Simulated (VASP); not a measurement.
# SiS2 (Ibam) in VASP: a series of runs, part 2 of 2

VASP 6.6.1.

## Step 3: Relaxation of cell and atoms, PBE, target pressure 40 GPa, at which the enthalpy is minimised

This run uses another cell than the first one: it holds 6 atoms, not 48.

INCAR reads:

```
SYSTEM = SiS2
PREC     = Accurate       ! precision mode
ENCUT    = 500            ! plane-wave cutoff, eV
EDIFF    = 1E-7           ! SCF threshold, eV
ISMEAR   = 0              ! smearing method
SIGMA    = 0.02           ! smearing width, eV
LREAL    = .False.        ! projectors in reciprocal space
LASPH    = .True.         ! aspherical terms in the spheres
NELM     = 120            ! most SCF steps
ALGO     = Normal         ! electronic algorithm
ISIF     = 3              ! what is computed and relaxed
LWAVE    = .False.        ! write WAVECAR
LCHARG   = .False.        ! write CHGCAR
GGA      = PE             ! functional
IBRION   = 2              ! ionic algorithm
NSW      = 70             ! ionic steps
EDIFFG   = -0.008         ! ionic threshold
PSTRESS  = 400.0        
GGA_COMPAT= .False.      
NELMIN   = 4
```

KPOINTS reads:

```
regular mesh
0
Gamma
  8 8 8
  0 0 0
```

POSCAR reads:

```
SiS2
1.0
   -2.4688411530      3.5915949232      2.5656300608
    2.4688411530     -3.5915949232      2.5656300608
    2.4688411530      3.5915949232     -2.5656300608
Si S
2 4
Direct
    0.7500000000      0.7500000000      0.0000000000
    0.2500000000      0.2500000000      0.0000000000
    0.8635819335      0.7466408188      0.6102227524
    0.1364180665      0.2533591812      0.3897772476
    0.6364180665      0.2466408188      0.8830588853
    0.3635819335      0.7533591812      0.1169411147
```

Potentials or basis: VASP PAW PBE potentials, release 64 (Si, S).

Command:

```bash
cat potpaw_PBE.64/Si/POTCAR potpaw_PBE.64/S/POTCAR > POTCAR
mpirun -np 1 vasp_std > vasp.out
```

Wall time 23 min (1 thread of AMD EPYC 9R45 (Zen 5), shared host); peak memory 0.29 GiB.

The run converged. Its results:

- Free energy: -26.4622 eV
- Relaxed volume: 14.03 Å³/atom
- Relaxed cell: a = 4.887 Å, b = 4.887 Å, c = 4.887 Å, α = 119.99°, β = 92.56°, γ = 117.10°
- Space group after relaxing (to 0.1 Å): Ibam (No. 72)
- Energy change on relaxing (the run minimises the enthalpy): +221.9 meV/atom
- Ionic steps: 18
- Pressure after relaxing: 40.0 GPa
- Band gap on the k mesh: 0.10 eV

The path:
```
step  energy change (eV)  largest force (eV/Å)  pressure (GPa)  volume (Å³)
   1              0.0000                1.2651           34.78        91.00
   2              1.2755                0.7684           43.38        84.63
   3              1.5400                0.6948           45.14        83.55
   4              1.0846                1.2247           30.36        85.88
   5              1.3007                0.0693           39.76        84.32
   6              1.3045                0.0615           39.86        84.30
   7              1.3263                0.0426           40.01        84.20
   8              1.3325                0.0383           40.06        84.18
   9              1.3284                0.0321           39.89        84.19
  10              1.3253                0.0655           39.67        84.20
  11              1.4265                0.0776           41.09        83.80
  12              1.3601                0.0343           40.16        84.06
  13              1.3398                0.0235           40.07        84.14
  14              1.3175                0.0186           39.96        84.23
  15              1.3281                0.0109           40.02        84.18
  16              1.3348                0.0071           40.05        84.16
  17              1.3207                0.0227           39.80        84.21
  18              1.3313                0.0009           39.99        84.17
```

Final structure:
```
Si S
1.0
    -2.44352    3.37736    2.54977
     2.44352   -3.37736    2.54977
     2.44352    3.37736   -2.54977
Si S
2 4
Direct
  0.75000 0.75000 0.00000
  0.25000 0.25000 0.00000
  0.85729 0.73111 0.58840
  0.14271 0.26889 0.41160
  0.64271 0.23111 0.87382
  0.35729 0.76889 0.12618
```

Levels at points of the mesh, in eV from the valence-band top:
```tsv
k point	band 13	band 14	band 15	band 16	band 17	band 18	band 19	band 20
(0.00, 0.00, 0.00)	-3.95	-1.47	-0.18	0.00	0.10	0.61	4.94	6.01
(0.50, 0.00, 0.00)	-2.79	-2.79	-1.72	-1.72	2.66	2.66	4.69	4.69
(0.00, 0.50, 0.00)	-2.38	-2.38	-0.76	-0.76	1.75	1.75	1.87	1.87
(0.50, 0.50, 0.00)	-2.59	-2.02	-1.70	-0.78	3.55	3.59	3.73	4.25
(0.50, 0.50, 0.50)	-2.50	-1.75	-1.46	-1.27	1.72	2.36	2.39	2.39
```

Caveat: the cell is relaxed towards a set pressure, so the run minimises the enthalpy, not the energy; semilocal functionals underestimate gaps, and a narrow one can read as zero.

## Step 4: Relaxation of cell and atoms, PBE, target pressure 2 GPa, at which the enthalpy is minimised

This run uses another cell than the first one: it holds 6 atoms, not 48.

INCAR reads:

```
ALGO = Normal
EDIFF = 1E-7
EDIFFG = -0.008
ENCUT = 500
GGA = PE
GGA_COMPAT = F
IBRION = 2
ISIF = 3
ISMEAR = 0
LASPH = T
LCHARG = F
LREAL = F
LWAVE = F
NELM = 120
NELMIN = 4
NSW = 70
PREC = Accurate
PSTRESS = 20.0
SIGMA = 0.02
```

KPOINTS reads:

```
k-points
0
Gamma
  6 6 6
```

POSCAR reads:

```
SiS2
1.0
   -3.1642765186      5.5082377339      2.7784004430
    3.1642765186     -5.5082377339      2.7784004430
    3.1642765186      5.5082377339     -2.7784004430
Si S
2 4
Direct
    0.7500000000      0.7500000000      0.0000000000
    0.2500000000      0.2500000000      0.0000000000
    0.8960278405      0.8185612801      0.7145891206
    0.1039721595      0.1814387199      0.2854108794
    0.6039721595      0.3185612801      0.9225334396
    0.3960278405      0.6814387199      0.0774665604
```

Command:

```bash
cat potpaw_PBE.64/Si/POTCAR potpaw_PBE.64/S/POTCAR > POTCAR
mpirun -np 1 vasp_std > vasp.out
```

Wall time 45 min (1 thread of AMD EPYC 9R45 (Zen 5), shared host); peak memory 0.48 GiB.

It converged, with:

```yaml
Free_energy: -31.2588 eV
Relaxed_volume: 23.70 Å³/atom
Relaxed_cell: a = 6.112 Å, b = 6.112 Å, c = 6.112 Å, α = 127.00°, β = 78.83°, γ = 126.30°
Space_group_after_relaxing_to_0.1_Å: Ibam (No. 72)
Energy_change_on_relaxing_the_run_minimises_the_enthalpy: +30.2 meV/atom
Ionic_steps: 26
Pressure_after_relaxing: 2.0 GPa
Band_gap_on_the_k_mesh: 2.68 eV (least direct gap 2.98 eV)
```

The path:
| step | energy change (eV) | largest force (eV/Å) | pressure (GPa) | volume (Å³) |
| --- | --- | --- | --- | --- |
| 1 | 0.0000 | 0.2569 | 0.81 | 193.71 |
| 2 | 0.0352 | 0.5821 | 2.02 | 187.03 |
| 3 | 0.0956 | 0.9023 | 3.28 | 181.06 |
| 4 | 0.0939 | 0.8748 | 3.26 | 179.89 |
| 5 | 0.0909 | 0.7975 | 3.21 | 176.42 |
| 6 | 0.0942 | 0.6578 | 3.17 | 169.60 |
| 7 | 0.1388 | 0.4373 | 3.36 | 156.42 |
| 8 | 0.4388 | 0.1984 | 5.45 | 131.90 |
| 9 | 0.2524 | 0.3917 | 4.41 | 143.69 |
| 10 | 0.1585 | 0.2869 | 1.22 | 146.50 |
| 11 | 0.1599 | 0.2585 | 1.36 | 146.37 |
| 12 | 0.1472 | 0.1289 | 1.56 | 145.85 |
| 13 | 0.1474 | 0.0496 | 1.79 | 145.25 |
| 14 | 0.1471 | 0.0467 | 1.78 | 145.28 |
| 15 | 0.1520 | 0.0672 | 1.97 | 144.83 |
| 16 | 0.1562 | 0.0893 | 2.12 | 144.47 |
| 17 | 0.1573 | 0.0772 | 2.09 | 144.35 |
| 18 | 0.1607 | 0.0421 | 2.02 | 143.99 |
| 19 | 0.1689 | 0.0444 | 1.86 | 143.27 |
| 20 | 0.1741 | 0.0268 | 1.95 | 142.81 |
| 21 | 0.1822 | 0.0008 | 2.09 | 142.14 |
| 22 | 0.1812 | 0.0131 | 2.00 | 142.21 |
| 23 | 0.1807 | 0.0188 | 1.96 | 142.24 |
| 24 | 0.1815 | 0.0001 | 2.02 | 142.17 |
| 25 | 0.1815 | 0.0003 | 2.02 | 142.18 |
| 26 | 0.1812 | 0.0007 | 2.01 | 142.20 |

Final structure:
```xyz
6
Lattice="-2.7271 4.7219 2.7606 2.7271 -4.7219 2.7606 2.7271 4.7219 -2.7606" Properties=species:S:1:pos:R:3 pbc="T T T"
Si    0.0000    0.0000    4.1409
Si    0.0000    0.0000    1.3803
S     1.5515    3.5884    2.7606
S     1.1756    1.1335    0.0000
S     1.5515    5.8554    0.0000
S     1.1756   -1.1335    2.7606
```

Levels at points of the mesh, in eV from the valence-band top:
```csv
k point,band 14,band 15,band 16,band 17,band 18,band 19
"(0.00, 0.00, 0.00)",-0.72,-0.65,-0.65,3.37,3.84,4.03
"(0.50, 0.00, 0.00)",-1.28,-0.72,-0.72,3.44,3.44,5.03
"(0.00, 0.50, 0.00)",-1.01,-0.56,-0.56,3.28,3.28,4.64
"(0.50, 0.50, 0.00)",-1.25,-1.02,-0.04,3.97,4.65,4.90
"(0.50, 0.50, 0.50)",-1.95,-1.42,-0.31,2.68,3.78,4.07
```

Caveat: the cell is relaxed towards a set pressure, so the run minimises the enthalpy, not the energy; the volume moved by over 15 % at a fixed basis, so the end points are rough. A k mesh can miss the band edges.

## Step 5: Overview

```tsv
task	cell	k mesh	smearing	gap on the mesh (eV)	pressure (GPa)
single point	a = 12.739, b = 12.787, c = 12.872 Å, angles 75.7, 60.3, 60.1°, 48 atoms, atomic positions A	2 × 2 × 2	gaussian 0.01 eV	3.13	-0.2
relaxation of cell and atoms	relaxed to 40 GPa from a = 5.057 Å, angles 121.6, 89.5, 119.0°, 6 atoms, atomic positions B	8 × 8 × 8	gaussian 0.02 eV	0.10	40.0
relaxation of cell and atoms	relaxed to 2 GPa from a = 6.933 Å, angles 125.7, 74.8, 132.8°, 6 atoms, atomic positions C	6 × 6 × 6	gaussian 0.02 eV	2.68	2.0
```

Alike in all rows: level PBE; potentials or basis VASP PAW PBE potentials, release 64 (Si, S); no spin polarisation; cutoff (eV) 500.

Caveats: the cell is relaxed towards a set pressure, so the run minimises the enthalpy, not the energy (at least some runs); this functional lacks dispersion, which binds layers or chains, so the pressure and a relaxed spacing across them are unreliable (at least some runs); semilocal functionals underestimate gaps, and a narrow one can read as zero (at least some runs); the volume moved by over 15 % at a fixed basis, so the end points are rough (at least some runs).

Total energies depend on the potentials used, so only differences within one code and one set of settings carry meaning.
